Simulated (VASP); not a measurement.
# B15HN16 (a cell with a defect) (V_B-H) in VASP: notebook

B15HN16 (a cell with a defect) (V_B-H) is run at these levels: PBE; tasks: single point.

All numbers are computed with VASP 6.6.1; they aren't measurements. Logs are shortened: lines on timing, memory, paths and dates and some standing lists are left out, and cuts for length are marked.

### Step 1. The cell of the first run

The cell holds a defect, 32 atoms: a = 6.277 Å, b = 6.277 Å, c = 6.277 Å, α = 109.47°, β = 109.47°, γ = 109.47°.

### Step 2. Single point, PBE, collinear spin

Contents of INCAR:

```
PREC     = Accurate       # precision mode
ENCUT    = 520            # plane-wave cutoff, eV
EDIFF    = 1E-6           # SCF threshold, eV
ISMEAR   = -1             # smearing method
SIGMA    = 0.01           # smearing width, eV
LREAL    = Auto         
LASPH    = T              # aspherical terms in the spheres
NELM     = 150            # most SCF steps
ALGO     = Normal         # electronic algorithm
ISIF     = 2              # what is computed and relaxed
LWAVE    = F              # write WAVECAR
LCHARG   = T              # write CHGCAR
ISPIN    = 2              # spin polarisation
MAGMOM   = 0 0 0 0 0 0 0 0 0 0 0 0 0 0 0 0 0.03 0.02 0.02 0.02 0.17 0.15 0.02 0.02 0.16 0.02 0 0.02 0.02 0 0 0 # initial moments
LORBIT   = 11             # projections on sites
NUPDOWN  = 1.0            # fixed moment
GGA      = PE             # functional
LELF     = T              # ELF
LVHAR    = T            
NELECT   = 127.0        
NBANDS   = 89             # bands
```

Contents of KPOINTS:

```
Automatic mesh
0
Gamma
  1 1 1
  0.25 0.25 0.25
```

Contents of POSCAR:

```
B15HN16
1.0
   -3.6241103844      3.6241103844     -3.6241103844
    3.6241103844      3.6241103844      3.6241103844
    3.6241103844     -3.6241103844     -3.6241103844
B N H
15 16 1
Direct
   -0.0033719053     -0.0035602991     -0.0046592715
    0.0045664338      0.2505514575      0.7498176028
    0.0056855856      0.5024560893      0.5007074243
   -0.0030119491      0.7459801756      0.2467409475
    0.2509799812      0.0053497492      0.7521088033
    0.2505686295      0.5000041185      0.2545950222
    0.2499376734      0.7493571602     -0.0003561459
    0.5003185150      0.0045584468      0.5004354788
    0.5023905390      0.2507623430      0.2555764507
    0.4957389592      0.4951679979     -0.0030254150
    0.4948489799      0.7466261561      0.7450658010
    0.7459768664     -0.0031497565      0.2465746760
    0.7497602300      0.2497522058     -0.0007383211
    0.7468824344      0.4952204877      0.7447469993
    0.7495160973      0.7497082431      0.4996296908
   -0.0165647841     -0.0166076875      0.2330070250
   -0.0013888800      0.2492871700      0.0013683518
    0.0047089015      0.5019469501      0.7515339433
   -0.0016362407      0.7531076911      0.4995925415
    0.2497693945     -0.0017916088      0.0028869332
    0.2510608011      0.2504465716      0.7733720501
    0.2502455736      0.5228385747      0.5007104270
    0.2495268212      0.7515154004      0.2484387206
    0.5017242359      0.0045146006      0.7518427492
    0.5231133889      0.2506095645      0.5003445806
    0.5020047997      0.5015455570      0.2545208007
    0.4977753449      0.7486321035     -0.0013587061
    0.7517621532     -0.0014830401      0.4992504315
    0.7531123708      0.2497139861      0.2481519975
    0.7488897083      0.4976930214     -0.0013979585
    0.7485839834      0.7485048980      0.7472948313
    0.1487062742      0.1493493503      0.3970949145
```

Potentials or basis: VASP PAW PBE potentials, release 64 (B, N, H).

Started as:

```
$ cat potpaw_PBE.64/B/POTCAR potpaw_PBE.64/N/POTCAR potpaw_PBE.64/H/POTCAR > POTCAR
$ mpirun -np 1 vasp_std > vasp.out
```

OUTCAR:

```text
PREC = Accurate
   ENCUT = 520
   EDIFF = 1E-6
   ISMEAR = -1
   LREAL = Auto
   LASPH = T
   NELM = 150
   ISIF = 2
   ISPIN = 2
   LORBIT = 11
   NUPDOWN = 1.0
   GGA = PE
   NELECT = 127.0

 ion  position               nearest neighbor table
   1  0.997  0.996  0.995-  16 1.55  31 1.56  20 1.57  17 1.57
   2  0.005  0.251  0.750-  21 1.50  18 1.57  28 1.58  17 1.59
   3  0.006  0.502  0.501-  22 1.50  18 1.58  29 1.59  19 1.59
   4  0.997  0.746  0.247-  16 1.55  30 1.56  19 1.57  23 1.57
   5  0.251  0.005  0.752-  21 1.50  24 1.58  19 1.58  20 1.59
   6  0.251  0.500  0.255-  22 1.50  26 1.58  17 1.58  23 1.59
[... 12 lines left out ...]
  19  0.998  0.753  0.500-  15 1.56   4 1.57   5 1.58   3 1.59
  20  0.250  0.998  0.003-   7 1.56   1 1.57   9 1.59   5 1.59
  21  0.251  0.250  0.773-  10 1.50   5 1.50   2 1.50
  22  0.250  0.523  0.501-  11 1.50   3 1.50   6 1.50
  23  0.250  0.752  0.248-   7 1.56   4 1.57   8 1.58   6 1.59
  24  0.502  0.005  0.752-  13 1.55   8 1.58   5 1.58  11 1.59
  25  0.523  0.251  0.500-  14 1.50   9 1.50   8 1.50
  26  0.502  0.502  0.255-  15 1.55   6 1.58   9 1.58  10 1.59
  27  0.498  0.749  0.999-  12 1.56   7 1.56  11 1.58  10 1.58
  28  0.752  0.999  0.499-  15 1.56  12 1.57   2 1.58   8 1.59
  29  0.753  0.250  0.248-  13 1.56  12 1.57   3 1.59   9 1.59
  30  0.749  0.498  0.999-   4 1.56  13 1.56  10 1.58  14 1.58
  31  0.749  0.749  0.747-   1 1.56  15 1.56  14 1.58  11 1.58
  32  0.149  0.149  0.397-  16 1.04

  LATTYP: Found a body centered cubic cell.
 ALAT       =     7.2482207688

  Lattice vectors:

 A1 = (  -3.6241103844,   3.6241103844,  -3.6241103844)
 A2 = (   3.6241103844,   3.6241103844,   3.6241103844)
 A3 = (   3.6241103844,  -3.6241103844,  -3.6241103844)

Analysis of symmetry for initial positions (statically):
=====================================================================
 Subroutine PRICEL returns:
 Original cell was already a primitive cell.

 Routine SETGRP: Setting up the symmetry group for a
 body centered cubic supercell.

 Subroutine GETGRP returns: Found  1 space group operations
 (whereof  1 operations were pure point group operations)
 out of a pool of 48 trial point group operations.

The static configuration has the point symmetry C_1 .

Analysis of symmetry for dynamics (positions and initial velocities):
=====================================================================
 Subroutine PRICEL returns:
 Original cell was already a primitive cell.

 Routine SETGRP: Setting up the symmetry group for a
 body centered cubic supercell.

 Subroutine GETGRP returns: Found  1 space group operations
[... 195 lines left out ...]
  ext. energy  EPLUGINS =         0.00000000
  ---------------------------------------------------
  free energy    TOTEN  =      -261.41715053 eV

  energy without entropy =     -261.40525197  energy(sigma->0) =     -261.41120125

 E-fermi :   7.8966     XC(G=0): -12.6849

 val. band max:        7.8872212415   @ k =   0.2500   0.2500   0.2500
 cond. band min:       7.9059023748   @ k =   0.2500   0.2500   0.2500
 fundamental gap:      0.0186811333
 Fermi energy:         7.6900446490

 spin component 1

 k-point     1 :       0.2500    0.2500    0.2500
  band No.  band energies     occupation
      1     -11.9465      1.00000
      2     -11.7944      1.00000
      3     -11.7895      1.00000
      4     -11.3400      1.00000
      5      -9.1007      1.00000
      6      -8.7089      1.00000
[... 67 lines left out ...]
     74      15.0796      0.00000
     75      15.0864      0.00000
 Fermi energy:         7.8965618082

 spin component 2

 k-point     1 :       0.2500    0.2500    0.2500
  band No.  band energies     occupation
      1     -11.9281      1.00000
      2     -11.7482      1.00000
      3     -11.7452      1.00000
      4     -11.2640      1.00000
      5      -9.0657      1.00000
      6      -8.6756      1.00000
[... 67 lines left out ...]
     74      15.0938      0.00000
     75      15.1117      0.00000
 [bands above 75 left out]

------------------------ aborting loop because EDIFF is reached ----------------------------------------

  FORCE on cell =-STRESS in cart. coord.  units (eV):
  Direction    XX          YY          ZZ          XY          YZ          ZX
  --------------------------------------------------------------------------------------
  -------------------------------------------------------------------------------------
  Total       18.3193379     18.0590289     18.4176063     -0.1465728      0.1577329      0.2561461
  in kB      154.1544664    151.9640059    154.9813808     -1.2333877      1.3272988      2.1554312
  external PRESSURE =     153.6999510 kB  Pullay stress =       0.0000000 kB

 VOLUME and BASIS-vectors are now :
 -----------------------------------------------------------------------------
  energy-cutoff  :      520.00
  volume of cell :      190.40
      direct lattice vectors                 reciprocal lattice vectors
    -3.624110384  3.624110384 -3.624110384     0.000000000  0.137964893 -0.137964893
     3.624110384  3.624110384  3.624110384     0.137964893  0.137964893  0.000000000
     3.624110384 -3.624110384 -3.624110384     0.137964893  0.000000000 -0.137964893

 POSITION                                       TOTAL-FORCE (eV/Angst)
 -----------------------------------------------------------------------------------
      3.60654      3.61587     -3.60791         0.002628      0.003535      0.001668
      3.60890     -1.79285     -1.82594         0.030735     -0.010681     -0.046722
      3.61497      0.02694     -0.01427        -0.011987     -0.080736      0.002012
     -0.01546      5.42249     -1.80390        -0.001551      0.000559     -0.004238
      1.83553     -1.79676     -3.61592        -0.069167     -0.000482      0.012302
      1.82666      1.79748     -0.01870         0.042114      0.034323      0.015049
[... 24 lines left out ...]
      2.70799      2.71734     -2.70857         0.006530     -0.003228      0.008517
      1.44145     -0.35893     -1.43679         0.002465     -0.020780     -0.020683
 -----------------------------------------------------------------------------------
    total drift:                                0.005991     -0.000344     -0.000988

  FREE ENERGIE OF THE ION-ELECTRON SYSTEM (eV)
  ---------------------------------------------------
  free  energy   TOTEN  =      -261.4171505273 eV

  energy  without entropy=     -261.4052519666  energy(sigma->0) =     -261.41120125

 total charge

# of ion       s       p       d       tot
------------------------------------------
    1        0.679   1.385   0.000   2.064
    2        0.678   1.378   0.000   2.056
    3        0.679   1.381   0.000   2.060
    4        0.679   1.384   0.000   2.063
    5        0.678   1.381   0.000   2.060
    6        0.678   1.378   0.000   2.055
[... 24 lines left out ...]
   31        1.211   2.772   0.000   3.984
   32        0.604   0.098   0.000   0.702
--------------------------------------------------
tot         30.250  65.145   0.000  95.395

 magnetization (x)

# of ion       s       p       d       tot
------------------------------------------
    1       -0.000  -0.000   0.000  -0.000
    2       -0.001  -0.002   0.000  -0.004
    3       -0.001  -0.002   0.000  -0.004
    4       -0.000  -0.000   0.000  -0.000
    5       -0.002  -0.003   0.000  -0.004
    6       -0.001  -0.002   0.000  -0.003
[... 24 lines left out ...]
   31        0.000   0.005   0.000   0.005
   32       -0.000  -0.000   0.000  -0.000
--------------------------------------------------
tot          0.023   0.732   0.000   0.755
```

stdout:

```text
POSCAR found type information on POSCAR B N H
 POSCAR found :  3 types and      32 ions
 scaLAPACK will be used
 LDA part: xc-table for (Slater+PW92), standard interpolation
 POSCAR, INCAR and KPOINTS ok, starting setup
 FFT: planning ... GRIDC
 FFT: planning ... GRID_SOFT
 FFT: planning ... GRID
 WAVECAR not read
 entering main loop
 the old and the new charge density differ
 old charge density:   126.00000 new  127.00000
    0.273E+01
```

Wall time 3.1 min (1 thread of Intel Xeon Platinum 8488C (Sapphire Rapids), shared host); peak memory 0.4 GiB.

What came out:

```yaml
Free_energy: -261.4172 eV
Largest_force: 0.088 eV/Å
Net_moment: 1.00 μB per cell
Site_moments: B -0.00, +0.00, -0.01; N +0.01, +0.03, +0.02, +0.19, +0.17, +0.18; H -0.00 μB
Valence_electrons_inside_the_program's_atomic_spheres: B 2.06, 2.08; N 4.06, 3.97, 3.98, 3.99; H 0.70
```

Forces on the atoms (eV/Å):
```
B    0.003  0.004  0.002
B    0.031 -0.011 -0.047
B   -0.012 -0.081  0.002
B   -0.002  0.001 -0.004
B   -0.069  0.000  0.012
B    0.042  0.034  0.015
B   -0.003 -0.012 -0.003
B   -0.011  0.033 -0.028
B   -0.010 -0.004  0.087
B    0.027  0.011  0.011
B   -0.003  0.031 -0.022
B    0.001 -0.004  0.000
B   -0.009  0.010  0.001
B    0.024 -0.005 -0.030
B    0.008 -0.004  0.011
N    0.021  0.018 -0.020
N    0.024 -0.032 -0.015
N   -0.001  0.000  0.019
N   -0.028 -0.011 -0.045
N   -0.012  0.044  0.022
N    0.023  0.004  0.050
N   -0.055  0.040 -0.007
N    0.018  0.024  0.034
N   -0.004 -0.011 -0.001
N    0.004 -0.042 -0.028
N   -0.013  0.003 -0.002
N   -0.008 -0.008 -0.002
N   -0.032  0.014 -0.018
N    0.045 -0.026  0.011
N   -0.009  0.004  0.007
N    0.007 -0.003  0.009
H    0.002 -0.021 -0.021
```

Caveat: the k points lie up to 1.23 Å⁻¹ apart; the cell carries a net charge on a neutralising background, which shifts energy and pressure; the cell is charged against a uniform background, so pressure and absolute levels hang on convention; the total moment is fixed, so each spin has its own Fermi level.

### Step 3. Single point, PBE, collinear spin

Contents of INCAR:

```
SYSTEM = B15HN16
ALGO = Normal
EDIFF = 1E-6
ENCUT = 520
GGA = PE
ISIF = 2
ISMEAR = -1
ISPIN = 2
LASPH = .TRUE.
LCHARG = .TRUE.
LELF = .TRUE.
LORBIT = 11
LREAL = Auto
LVHAR = .TRUE.
LWAVE = .FALSE.
MAGMOM = 0 0 0 0 0 0 0.01 0 0 -0.01 -0.01 0 0.01 -0.01 0.01 0.01 0.05 0.04 0.05 0.05 0.33 0.33 0.05 0.04 0.33 0.04 0.01 0.05 0.05 0.01 0.01 0
NBANDS = 89
NELM = 150
NUPDOWN = 2.0
PREC = Accurate
SIGMA = 0.01
```

KPOINTS is that of step 2.

Contents of POSCAR:

```
B15HN16
1.0
   -3.6241103844      3.6241103844     -3.6241103844
    3.6241103844      3.6241103844      3.6241103844
    3.6241103844     -3.6241103844     -3.6241103844
B N H
15 16 1
Direct
   -0.0023673584     -0.0018502984     -0.0037555437
    0.0028363114      0.2522140979      0.7505234420
    0.0028989718      0.5011505711      0.5015703671
   -0.0023160251      0.7468348519      0.2475377295
    0.2517294757      0.0032847656      0.7504819626
    0.2517207409      0.5011765828      0.2527544211
    0.2511741733      0.7509238763      0.0002937257
    0.5006494634      0.0033256784      0.5015967096
    0.5007062309      0.2522459728      0.2527085349
    0.5000524285      0.5005894599      0.0001289906
    0.5000539688      0.7507772684      0.7499072917
    0.7463807383     -0.0018611922      0.2474749586
    0.7504597036      0.2516574637      0.0002889658
    0.7502990905      0.5006607275      0.7499570553
    0.7504233566      0.7508801927      0.5010385555
   -0.0159775654     -0.0155028435      0.2338922916
    0.0003908317      0.2512441909      0.0032754806
    0.0048457501      0.5027687735      0.7521337491
    0.0003793716      0.7538908192      0.5005761104
    0.2507414441      0.0009045064      0.0033154836
    0.2529006506      0.2533453402      0.7769340707
    0.2529389456      0.5274340380      0.5027657432
    0.2507478746      0.7539273681      0.2502131607
    0.5023288284      0.0053827625      0.7521731348
    0.5271655170      0.2534265406      0.5028078628
    0.5023210200      0.5028326481      0.2547338829
    0.4991059286      0.7505051902     -0.0001270201
    0.7534128451      0.0008686099      0.5005789623
    0.7534334209      0.2512431198      0.2502313891
    0.7500085790      0.4996071771     -0.0001255409
    0.7499996049      0.7505291037      0.7489817856
    0.1474754369      0.1480057832      0.3975823116
```

Potentials or basis: VASP PAW PBE potentials, release 64 (B, N, H).

Started as:

```
$ cat potpaw_PBE.64/B/POTCAR potpaw_PBE.64/N/POTCAR potpaw_PBE.64/H/POTCAR > POTCAR
$ mpirun -np 1 vasp_std > vasp.out
```

Wall time 2.7 min (1 thread of Intel Xeon Platinum 8488C (Sapphire Rapids), shared host); peak memory 0.4 GiB.

Results (log left out):

* Free energy: -269.2908 eV
* Pressure: 5.5 GPa
* Largest force: 0.058 eV/Å
* Net moment: 2.00 μB per cell
* Site moments: B -0.00, -0.01, +0.01; N +0.02, +0.05, +0.04, +0.37, +0.01; H -0.00 μB
* Valence electrons inside the program's atomic spheres: B 2.05, 2.04, 2.06; N 4.04, 3.96, 3.97, 3.91, 3.98; H 0.72

Forces on the atoms (eV/Å):
```
B   -0.003  0.012 -0.002
B   -0.003 -0.007  0.006
B    0.001 -0.012  0.005
B   -0.003 -0.002  0.007
B    0.005 -0.006  0.000
B   -0.016  0.004  0.005
B   -0.001  0.003  0.000
B   -0.009  0.003  0.000
B   -0.004 -0.003  0.007
B   -0.004  0.014 -0.009
B    0.000 -0.003 -0.021
B    0.011 -0.011  0.001
B    0.008  0.004  0.006
B    0.009 -0.009 -0.011
B    0.005  0.008  0.005
N    0.035  0.031 -0.035
N    0.000 -0.001 -0.001
N    0.009  0.008 -0.002
N   -0.002 -0.001 -0.009
N   -0.009  0.001  0.002
N   -0.006  0.016  0.017
N   -0.001 -0.007 -0.004
N    0.005 -0.011 -0.008
N   -0.006 -0.008 -0.003
N    0.012 -0.012  0.021
N   -0.002 -0.002 -0.001
N   -0.004  0.000  0.008
N    0.001 -0.002 -0.002
N   -0.002 -0.002 -0.001
N   -0.003  0.000  0.002
N   -0.005  0.000  0.000
H   -0.016 -0.007  0.016
```

Stress tensor (GPa, compression positive):
```
 5.48  1.03 -1.04
 1.03  5.49 -1.05
-1.04 -1.05  5.48
```

Caveat: the k points lie up to 1.23 Å⁻¹ apart; the total moment is fixed, so each spin has its own Fermi level.
